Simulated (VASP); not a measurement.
# FH in VASP: single point with PBEsol

Aim: the single point of FH with PBEsol.

All numbers are computed with VASP 6.6.1; they aren't measurements. Logs are shortened: lines on timing, memory, paths and dates and some standing lists are left out, and cuts for length are marked.

## 1. The cell of the first run

The cell holds a molecule in a box, 2 atoms: a = 15.000 Å, b = 15.500 Å, c = 16.000 Å, α = 90.00°, β = 90.00°, γ = 90.00°.

## 2. Single point, PBEsol

Contents of INCAR:

```
SYSTEM = HF
PREC = Accurate
ENCUT = 910
EDIFF = 1E-6
ISMEAR = 0
SIGMA = 0.005
LREAL = .False.
LASPH = .True.
NELM = 120
ALGO = Normal
ISIF = 2
LWAVE = .False.
LCHARG = .True.
GGA = PS
LELF = .True.
LVHAR = .True.
NBANDS = 11
ISYM = 0
GGA_COMPAT = .False.
NELMDL = -8
```

Contents of KPOINTS:

```
Automatic mesh
0
Gamma
  1 1 1
  0 0 0
```

Contents of POSCAR:

```
HF
1.0
   15.0000000000      0.0000000000      0.0000000000
    0.0000000000     15.5000000000      0.0000000000
    0.0000000000      0.0000000000     16.0000000000
F H
1 1
Direct
    0.4750124421      0.4989735950      0.4826843889
    0.5249875579      0.5010264050      0.5173156111
```

Potentials or basis: VASP PAW PBE potentials, release 64 (F_h, H_h).

Command:

```bash
$ cat potpaw_PBE.64/F_h/POTCAR potpaw_PBE.64/H_h/POTCAR > POTCAR
$ mpirun -np 1 vasp_gam > vasp.out
```

OUTCAR:

```text
SYSTEM = HF
   PREC = Accurate
   ENCUT = 910
   EDIFF = 1E-6
   ISMEAR = 0
   LREAL = .False.
   LASPH = .True.
   NELM = 120
   ISIF = 2
   GGA = PS
   ISYM = 0
   NELMDL = -8

 ion  position               nearest neighbor table
   1  0.475  0.499  0.483-   2 0.93
   2  0.525  0.501  0.517-   1 0.93

IMPORTANT INFORMATION: All symmetrisations will be switched off!
NOSYMM: (Re-)initialisation of all symmetry stuff for point group C_1.

----------------------------------------------------------------------------------------

                                     Primitive cell

  volume of cell :    3720.0000

  direct lattice vectors                    reciprocal lattice vectors
    15.000000000  0.000000000  0.000000000     0.066666667  0.000000000  0.000000000
     0.000000000 15.500000000  0.000000000     0.000000000  0.064516129  0.000000000
     0.000000000  0.000000000 16.000000000     0.000000000  0.000000000  0.062500000

  length of vectors
    15.000000000 15.500000000 16.000000000     0.066666667  0.064516129  0.062500000

  position of ions in fractional coordinates (direct lattice)
     0.475012442  0.498973595  0.482684389
     0.524987558  0.501026405  0.517315611

  ion indices of the primitive-cell ions
   primitive index   ion index
                 1           1
                 2           2

----------------------------------------------------------------------------------------

 KPOINTS: Automatic mesh

Automatic generation of k-mesh.
 Grid dimensions read from file:
 generate k-points for:    1    1    1

 Generating k-lattice:

  Cartesian coordinates                     Fractional coordinates (reciprocal lattice)
     0.066666667  0.000000000  0.000000000     1.000000000  0.000000000  0.000000000
     0.000000000  0.064516129  0.000000000     0.000000000  1.000000000  0.000000000
     0.000000000  0.000000000  0.062500000     0.000000000  0.000000000  1.000000000

  Length of vectors
     0.066666667  0.064516129  0.062500000

  Shift w.r.t. Gamma in fractional coordinates (k-lattice)
     0.000000000  0.000000000  0.000000000

 Subroutine IBZKPT returns following result:
 ===========================================

 Found      1 irreducible k-points:

 Following reciprocal coordinates:
            Coordinates               Weight
  0.000000  0.000000  0.000000      1.000000
   k-points           NKPTS =      1   k-points in BZ     NKDIM =      1   number of bands    NBANDS=     11
   number of dos      NEDOS =    301   number of ions     NIONS =      2
   total plane-waves  NPLWV = ******
   dimension x,y,z NGX =   150 NGY =  160 NGZ =  160
   dimension x,y,z NGXF=   300 NGYF=  320 NGZF=  320
   ions per type =               1   1
   NGX,Y,Z   is equivalent  to a cutoff of  16.62, 17.16, 16.62 a.u.
   NGXF,Y,Z  is equivalent  to a cutoff of  33.25, 34.32, 33.25 a.u.
 SYSTEM =  HF
   PREC   = accura    normal or accurate (medium, high low for compatibility)
   ISTART =      0    job   : 0-new  1-cont  2-samecut
   ICHARG =      2    charge: 1-file 2-atom 10-const
   ISPIN  =      1    spin polarized calculation?
   LNONCOLLINEAR =      F non collinear calculations
   LSORBIT =      F    spin-orbit coupling
   LASPH  =      T    aspherical Exc in radial PAW
   ENCUT  =  910.0 eV  66.88 Ry    8.18 a.u.  36.90 38.12 39.35*2*pi/ulx,y,z
   NELM   =    120;   NELMIN=  2; NELMDL= -8     # of ELM steps
   EDIFF  = 0.1E-05   stopping-criterion for ELM
   LREAL  =      F    real-space projection
   EDIFFG = 0.1E-04   stopping-criterion for IOM
   NSW    =      0    number of steps for IOM
   IBRION =     -1    ionic relax: 0-MD 1-quasi-New 2-CG
   NFREE  =      0    steps in history (QN), initial steepest desc. (CG)
   ISIF   =      2    stress and relaxation
   ISYM   =      0    0-nonsym 1-usesym 2-fastsym
   POTIM  = 0.5000    time-step for ionic-motion
   TEBEG  =    0.0;   TEEND  =   0.0 temperature during run
   PSTRESS=    0.0 pullay stress
   NELECT =       8.0000    total number of electrons
   NUPDOWN=      -1.0000    fix difference up-down
   EMIN   =  10.00;   EMAX   =-10.00  energy-range for DOS
   EFERMI =   0.00;   METHOD = LEGACY
   ISMEAR =     0;   SIGMA  =   0.01  broadening in eV -4-tet -1-fermi 0-gaus
   EFERMI_NEDOS =   21; number of points for ismear=-14 and -15
   IALGO  =     38    algorithm
   IMIX   =      4    mixing-type and parameters
     AMIX     =   0.40;   BMIX     =  1.00
     AMIX_MAG =   1.60;   BMIX_MAG =  1.00
  volume/ion in A,a.u.               =    1860.00     12551.90
  Fermi-wavevector in a.u.,A,eV,Ry     =   0.211312  0.399321  0.607537  0.044653
  Thomas-Fermi vector in A             =   0.980203
   LORBIT       =      0    0 simple, 1 ext, 2 COOP (PROOUT), +10 PAW based schemes
   GGA     = PS    functional components
   LHFCALC =     F    Hartree Fock is set to
   AEXX    =    0.0000 exact exchange contribution
   IVDW    =     0    specifies the selected vdW correction
   LEPSILON=     F    determine dielectric tensor
   LRPA    =     F    only Hartree local field effects (RPA)
 non-spin polarized calculation
 Gauss-broadening in eV      SIGMA  =   0.01
  energy-cutoff  :      910.00
  volume of cell :     3720.00
 maximum number of plane-waves:    115862
 NGX is ok and might be reduce to   150
   NGX = 73   NGY = 77   NGZ = 79

 number of electron       7.9999997 magnetization

 Free energy of the ion-electron system (eV)
  ---------------------------------------------------
  ext. energy  EPLUGINS =         0.00000000
  ---------------------------------------------------
  free energy    TOTEN  =        -7.96604283 eV

  energy without entropy =       -7.96604283  energy(sigma->0) =       -7.96604283

 E-fermi :  -9.4309     XC(G=0):  -0.1353

 val. band max:       -9.5302821427   @ k =   0.0000   0.0000   0.0000
 cond. band min:      -0.8909160369   @ k =   0.0000   0.0000   0.0000
 fundamental gap:      8.6393661058
 Fermi energy:        -9.4309026029

 k-point     1 :       0.0000    0.0000    0.0000
  band No.  band energies     occupation
      1     -29.8280      2.00000
      2     -13.3012      2.00000
      3      -9.5303      2.00000
      4      -9.5303      2.00000
      5      -0.8909      0.00000
      6       0.0726      0.00000
      7       0.5120      0.00000
      8       0.5395      0.00000
      9       0.5835      0.00000
     10       0.5930      0.00000
     11       0.6344      0.00000

------------------------ aborting loop because EDIFF is reached ----------------------------------------

  FORCE on cell =-STRESS in cart. coord.  units (eV):
  Direction    XX          YY          ZZ          XY          YZ          ZX
  --------------------------------------------------------------------------------------
  -------------------------------------------------------------------------------------
  Total       -0.1101183     -0.1171468     -0.1129999      0.0004793      0.0002831      0.0082966
  in kB       -0.0474271     -0.0504543     -0.0486682      0.0002064      0.0001219      0.0035733
  external PRESSURE =      -0.0488499 kB  Pullay stress =       0.0000000 kB

 VOLUME and BASIS-vectors are now :
 -----------------------------------------------------------------------------
  energy-cutoff  :      910.00
  volume of cell :     3720.00
      direct lattice vectors                 reciprocal lattice vectors
    15.000000000  0.000000000  0.000000000     0.066666667  0.000000000  0.000000000
     0.000000000 15.500000000  0.000000000     0.000000000  0.064516129  0.000000000
     0.000000000  0.000000000 16.000000000     0.000000000  0.000000000  0.062500000

 POSITION                                       TOTAL-FORCE (eV/Angst)
 -----------------------------------------------------------------------------------
      7.12519      7.73409      7.72295         0.001378     -0.000315      0.001145
      7.87481      7.76591      8.27705        -0.001378      0.000315     -0.001145
 -----------------------------------------------------------------------------------
    total drift:                                0.000121     -0.000709     -0.000626

  FREE ENERGIE OF THE ION-ELECTRON SYSTEM (eV)
  ---------------------------------------------------
  free  energy   TOTEN  =        -7.9660428296 eV

  energy  without entropy=       -7.9660428296  energy(sigma->0) =       -7.96604283
```

Run time: 6.9 min. Hardware: 1 thread of Intel Xeon 6975P-C (Granite Rapids), shared host; peak memory 5.3 GiB.

Results:

```yaml
Free_energy: -7.9660 eV
Gap_between_the_frontier_levels: 8.64 eV
```

Levels at points of the mesh, in eV from the valence-band top:
| k point | band 2 | band 3 | band 4 | band 5 | band 6 | band 7 |
| --- | --- | --- | --- | --- | --- | --- |
| (0.00, 0.00, 0.00) | -3.77 | 0.00 | 0.00 | 8.64 | 9.60 | 10.04 |

Caveat: the cutoff is under 1.25 times the usual one of these potentials, so pressure, stress and relaxed cells hold a basis-set (Pulay) error; the PAW data sets were made with another functional, which shifts forces and pressure a little.
